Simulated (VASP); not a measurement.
# ZnSe (NiAs type) (P6_3/mmc) in VASP: a series of runs

ZnSe (NiAs type) is run at these levels: PBE; tasks: density of states.

Program: VASP 6.6.1. These are calculated values, not measurements. Logs are shortened: lines on timing, memory, paths and dates and some standing lists are left out, and cuts for length are marked.

## Step 1: The cell of the first run

Symmetry: P6_3/mmc, No. 194, hexagonal system. Conventional cell: a = 3.032 Å, b = 3.032 Å, c = 5.393 Å, α = 90.00°, β = 90.00°, γ = 120.00°. Zn (site symmetry -3m) has 6 Se at 2.21 Å and 2 Zn at 2.70 Å within 2.9 Å. Se (site symmetry -6m2) has 6 Zn at 2.21 Å within 2.9 Å.

## Step 2: Density of states, PBE (volume scaled by 0.55)

The input, POSCAR:

```
ZnSe
1.0
    3.0323516282      0.0000000000      0.0000000000
   -1.5161758141      2.6260935432      0.0000000000
    0.0000000000      0.0000000000      5.3931842542
Zn Se
2 2
Direct
    0.0000000000      0.0000000000      0.0000000000
    0.0000000000      0.0000000000      0.5000000000
    0.3333333333      0.6666666667      0.2500000000
    0.6666666667      0.3333333333      0.7500000000
```

The input, INCAR.step1:

```
  ALGO = Normal
  EDIFF = 1E-6
  ENCUT = 520
  GGA = PE
  ISIF = 2
  ISMEAR = -1
  LASPH = T
  LCHARG = T
  LREAL = F
  LWAVE = F
  NBANDS = 26
  NELM = 60
  PREC = Accurate
  SIGMA = 0.08
```

The input, KPOINTS.step1:

```
k-points
0
Gamma
  10 10 6
```

The input, INCAR.step2:

```
  ALGO = Normal
  EDIFF = 1E-6
  ENCUT = 520
  GGA = PE
  ICHARG = 11
  ISIF = 2
  ISMEAR = -5
  LASPH = T
  LCHARG = F
  LORBIT = 11
  LREAL = F
  LWAVE = F
  NBANDS = 26
  NEDOS = 2001
  NELM = 60
  PREC = Accurate
  SIGMA = 0.08
```

The input, KPOINTS.step2:

```
k-points
0
Gamma
  15 15 9
```

Potentials or basis: VASP PAW PBE potentials, release 64 (Zn, Se).

On the command line:

```console
> cat potpaw_PBE.64/Zn/POTCAR potpaw_PBE.64/Se/POTCAR > POTCAR
> cp INCAR.step1 INCAR
> cp KPOINTS.step1 KPOINTS
> mpirun -np 1 vasp_std > vasp.out
> cp INCAR.step2 INCAR
> cp KPOINTS.step2 KPOINTS
> mpirun -np 1 vasp_std > vasp.out
```

OUTCAR:

```text
EDIFF = 1E-6
   ENCUT = 520
   GGA = PE
   ICHARG = 11
   ISIF = 2
   ISMEAR = -5
   LASPH = T
   LORBIT = 11
   LREAL = F
   NELM = 60
   PREC = Accurate

 ion  position               nearest neighbor table
   1  0.000  0.000  0.000-   3 2.21   4 2.21   3 2.21   4 2.21   4 2.21   3 2.21   2 2.70   2 2.70

   2  0.000  0.000  0.500-   3 2.21   4 2.21   3 2.21   4 2.21   4 2.21   3 2.21   1 2.70   1 2.70

   3  0.333  0.667  0.250-   1 2.21   2 2.21   1 2.21   2 2.21   1 2.21   2 2.21
   4  0.667  0.333  0.750-   1 2.21   2 2.21   1 2.21   2 2.21   1 2.21   2 2.21

  LATTYP: Found a hexagonal cell.
 ALAT       =     3.0323516282
 C/A-ratio  =     1.7785484388

  Lattice vectors:

 A1 = (   3.0323516282,   0.0000000000,   0.0000000000)
 A2 = (  -1.5161758141,   2.6260935432,   0.0000000000)
 A3 = (   0.0000000000,   0.0000000000,   5.3931842542)

Analysis of symmetry for initial positions (statically):
=====================================================================
 Subroutine PRICEL returns:
 Original cell was already a primitive cell.

 Routine SETGRP: Setting up the symmetry group for a
 hexagonal supercell.

 Subroutine GETGRP returns: Found 24 space group operations
 (whereof 12 operations were pure point group operations)
 out of a pool of 24 trial point group operations.

The static configuration has the point symmetry D_3d.
 The point group associated with its full space group is D_6h.

Analysis of symmetry for dynamics (positions and initial velocities):
=====================================================================
 Subroutine PRICEL returns:
 Original cell was already a primitive cell.

 Routine SETGRP: Setting up the symmetry group for a
 hexagonal supercell.

 Subroutine GETGRP returns: Found 24 space group operations
 (whereof 12 operations were pure point group operations)
 out of a pool of 24 trial point group operations.

The dynamic configuration has the point symmetry D_3d.
 The point group associated with its full space group is D_6h.

 Subroutine INISYM returns: Found 24 space group operations
 (whereof 12 operations are pure point group operations),
 and found     1 'primitive' translations

----------------------------------------------------------------------------------------

                                     Primitive cell

  volume of cell :      42.9472

  direct lattice vectors                    reciprocal lattice vectors
     3.032351628  0.000000000  0.000000000     0.329777058  0.190396873  0.000000000
    -1.516175814  2.626093543  0.000000000     0.000000000  0.380793747  0.000000000
     0.000000000  0.000000000  5.393184254     0.000000000  0.000000000  0.185419217

  length of vectors
     3.032351628  3.032351628  5.393184254     0.380793747  0.380793747  0.185419217

  position of ions in fractional coordinates (direct lattice)
     0.000000000  0.000000000  0.000000000
     0.000000000  0.000000000  0.500000000
     0.333333333  0.666666667  0.250000000
     0.666666667  0.333333333  0.750000000

  ion indices of the primitive-cell ions
   primitive index   ion index
                 1           1
                 2           2
                 3           3
                 4           4

----------------------------------------------------------------------------------------

 KPOINTS: k-points

Automatic generation of k-mesh.
 Grid dimensions read from file:
 generate k-points for:   15   15    9

 Generating k-lattice:

  Cartesian coordinates                     Fractional coordinates (reciprocal lattice)
     0.021985137  0.012693125  0.000000000     0.066666667  0.000000000  0.000000000
     0.000000000  0.025386250  0.000000000     0.000000000  0.066666667  0.000000000
     0.000000000  0.000000000  0.020602135     0.000000000  0.000000000  0.111111111

  Length of vectors
     0.025386250  0.025386250  0.020602135

  Shift w.r.t. Gamma in fractional coordinates (k-lattice)
     0.000000000  0.000000000  0.000000000

 TETIRR: Found   1950 inequivalent tetrahedra from    12150

 Subroutine IBZKPT returns following result:
 ===========================================

 Found    135 irreducible k-points:

 Following reciprocal coordinates:
            Coordinates               Weight
  0.000000  0.000000  0.000000      1.000000
  0.066667  0.000000  0.000000      6.000000
  0.133333  0.000000  0.000000      6.000000
  0.200000  0.000000  0.000000      6.000000
  0.266667  0.000000  0.000000      6.000000
  0.333333  0.000000  0.000000      6.000000
[... 16 lines left out ...]
  0.333333  0.200000  0.000000     12.000000
  0.400000  0.200000  0.000000      6.000000
 [... further k-points ...]
   k-points           NKPTS =    135   k-points in BZ     NKDIM =    135   number of bands    NBANDS=     26
   number of dos      NEDOS =   2001   number of ions     NIONS =      4
   total plane-waves  NPLWV =  23040
   dimension x,y,z NGX =    24 NGY =   24 NGZ =   40
   dimension x,y,z NGXF=    48 NGYF=   48 NGZF=   80
   ions per type =               2   2
   NGX,Y,Z   is equivalent  to a cutoff of  13.16, 13.16, 12.33 a.u.
   NGXF,Y,Z  is equivalent  to a cutoff of  26.32, 26.32, 24.66 a.u.
 SYSTEM =  unknown system
   PREC   = accura    normal or accurate (medium, high low for compatibility)
   ISTART =      0    job   : 0-new  1-cont  2-samecut
   ICHARG =     11    charge: 1-file 2-atom 10-const
   ISPIN  =      1    spin polarized calculation?
   LNONCOLLINEAR =      F non collinear calculations
   LSORBIT =      F    spin-orbit coupling
   LASPH  =      T    aspherical Exc in radial PAW
   ENCUT  =  520.0 eV  38.22 Ry    6.18 a.u.   5.64  5.64 10.03*2*pi/ulx,y,z
   NELM   =     60;   NELMIN=  2; NELMDL=  0     # of ELM steps
   EDIFF  = 0.1E-05   stopping-criterion for ELM
   LREAL  =      F    real-space projection
   EDIFFG = 0.1E-04   stopping-criterion for IOM
   NSW    =      0    number of steps for IOM
   IBRION =     -1    ionic relax: 0-MD 1-quasi-New 2-CG
   NFREE  =      0    steps in history (QN), initial steepest desc. (CG)
   ISIF   =      2    stress and relaxation
   ISYM   =      2    0-nonsym 1-usesym 2-fastsym
   POTIM  = 0.5000    time-step for ionic-motion
   TEBEG  =    0.0;   TEEND  =   0.0 temperature during run
   PSTRESS=    0.0 pullay stress
   NELECT =      36.0000    total number of electrons
   NUPDOWN=      -1.0000    fix difference up-down
   EMIN   =  10.00;   EMAX   =-10.00  energy-range for DOS
   EFERMI =   0.00;   METHOD = LEGACY
   ISMEAR =    -5;   SIGMA  =   0.08  broadening in eV -4-tet -1-fermi 0-gaus
   EFERMI_NEDOS =   21; number of points for ismear=-14 and -15
   IALGO  =     38    algorithm
   IMIX   =      4    mixing-type and parameters
     AMIX     =   0.40;   BMIX     =  1.00
     AMIX_MAG =   1.60;   BMIX_MAG =  1.00
  volume/ion in A,a.u.               =      10.74        72.46
  Fermi-wavevector in a.u.,A,eV,Ry     =   1.543585  2.916953 32.418001  2.382656
  Thomas-Fermi vector in A             =   2.649227
   LORBIT       =     11    0 simple, 1 ext, 2 COOP (PROOUT), +10 PAW based schemes
   GGA     = PE    functional components
   LHFCALC =     F    Hartree Fock is set to
   AEXX    =    0.0000 exact exchange contribution
   IVDW    =     0    specifies the selected vdW correction
   LEPSILON=     F    determine dielectric tensor
   LRPA    =     F    only Hartree local field effects (RPA)
 non-spin polarized calculation
 Fermi weights with tetrahedron method with Bloechl corrections
  energy-cutoff  :      520.00
  volume of cell :       42.95
 maximum number of plane-waves:      1178
 NGX is ok and might be reduce to    24

 number of electron      36.0000043 magnetization

 Free energy of the ion-electron system (eV)
  ---------------------------------------------------
  ext. energy  EPLUGINS =         0.00000000
  ---------------------------------------------------
  free energy    TOTEN  =        -0.28035967 eV

  energy without entropy =       -0.28035967  energy(sigma->0) =       -0.28035967

 E-fermi :  11.0465     XC(G=0): -13.4791

 val. band max:       11.2177265514   @ k =   0.0000   0.0000   0.3333
 cond. band min:      10.9579179168   @ k =   0.3333   0.2000   0.1111
 fundamental gap:     -0.2598086346
 Fermi energy:        11.0464502754

 k-point     1 :       0.0000    0.0000    0.0000
  band No.  band energies     occupation
      1      -9.3939      2.00000
      2      -6.1943      2.00000
      3      -2.0819      2.00000
      4       0.6578      2.00000
      5       0.6578      2.00000
      6       0.7692      2.00000
[... 18 lines left out ...]
     25      20.6374      0.00000
     26      20.9663      0.00000

 k-point     2 :       0.0667    0.0000    0.0000
  band No.  band energies     occupation
      1      -9.3038      2.00000
      2      -6.1429      2.00000
      3      -1.9864      2.00000
      4       0.6551      2.00000
      5       0.6675      2.00000
      6       0.7736      2.00000
[... 18 lines left out ...]
     25      19.6781      0.00000
     26      19.8648      0.00000

 k-point     3 :       0.1333    0.0000    0.0000
  band No.  band energies     occupation
      1      -9.0355      2.00000
      2      -5.9937      2.00000
      3      -1.7044      2.00000
      4       0.6451      2.00000
      5       0.6873      2.00000
      6       0.7801      2.00000
[... 572 lines left out ...]
 k-point    23 :       0.3333    0.2000    0.0000
  band No.  band energies     occupation
      1      -5.6482      2.00000
      2      -4.8819      2.00000
      3      -0.9876      2.00000
      4       0.0879      2.00000
      5       0.4308      2.00000
      6       0.4928      2.00000
[... 18 lines left out ...]
     25      21.7628      0.00000
     26      22.8449      0.00000

 k-point    24 :       0.4000    0.2000    0.0000
  band No.  band energies     occupation
      1      -5.1480      2.00000
      2      -5.0520      2.00000
      3      -1.2744      2.00000
      4       0.0381      2.00000
      5       0.4090      2.00000
      6       0.4685      2.00000
[... 18 lines left out ...]
     25      21.6662      0.00000
     26      22.7935      0.00000

 [... further k-points ...]
[... 5 lines left out ...]
  --------------------------------------------------------------------------------------
  -------------------------------------------------------------------------------------
  Total       44.3377643     44.3377643     44.3202508      0.0000000      0.0000000      0.0000000
  in kB     1654.0527779   1654.0527779   1653.3994223      0.0000000      0.0000000      0.0000000
  external PRESSURE =    1653.8349927 kB  Pullay stress =       0.0000000 kB

 VOLUME and BASIS-vectors are now :
 -----------------------------------------------------------------------------
  energy-cutoff  :      520.00
  volume of cell :       42.95
      direct lattice vectors                 reciprocal lattice vectors
     3.032351628  0.000000000  0.000000000     0.329777058  0.190396873  0.000000000
    -1.516175814  2.626093543  0.000000000     0.000000000  0.380793747  0.000000000
     0.000000000  0.000000000  5.393184254     0.000000000  0.000000000  0.185419217

 POSITION                                       TOTAL-FORCE (eV/Angst)
 -----------------------------------------------------------------------------------
      0.00000      0.00000      0.00000        -0.000000      0.000000     -0.000000
      0.00000      0.00000      2.69659        -0.000000      0.000000     -0.000000
     -0.00000      1.75073      1.34830        -0.000000      0.000000      0.000000
      1.51618      0.87536      4.04489         0.000000     -0.000000      0.000000
 -----------------------------------------------------------------------------------
    total drift:                                0.000000      0.000000     -0.000000

  FREE ENERGIE OF THE ION-ELECTRON SYSTEM (eV)
  ---------------------------------------------------
  free  energy   TOTEN  =        -0.2803596694 eV

  energy  without entropy=       -0.2803596694  energy(sigma->0) =       -0.28035967

 total charge

# of ion       s       p       d       tot
------------------------------------------
    1        0.701   0.921  10.006  11.628
    2        0.701   0.921  10.006  11.628
    3        1.482   2.786   0.168   4.436
    4        1.482   2.786   0.168   4.436
--------------------------------------------------
tot          4.365   7.413  20.349  32.128
```

Run time: 3 min. Hardware: 1 thread of AMD EPYC 7R13, shared host; peak memory 0.22 GiB.

What came out:

* Valence electrons inside the program's atomic spheres: Zn 11.63; Se 4.44

Caveat: tetrahedron occupations give inexact forces and stress in metals.

(Continued in part 2 of 2.)
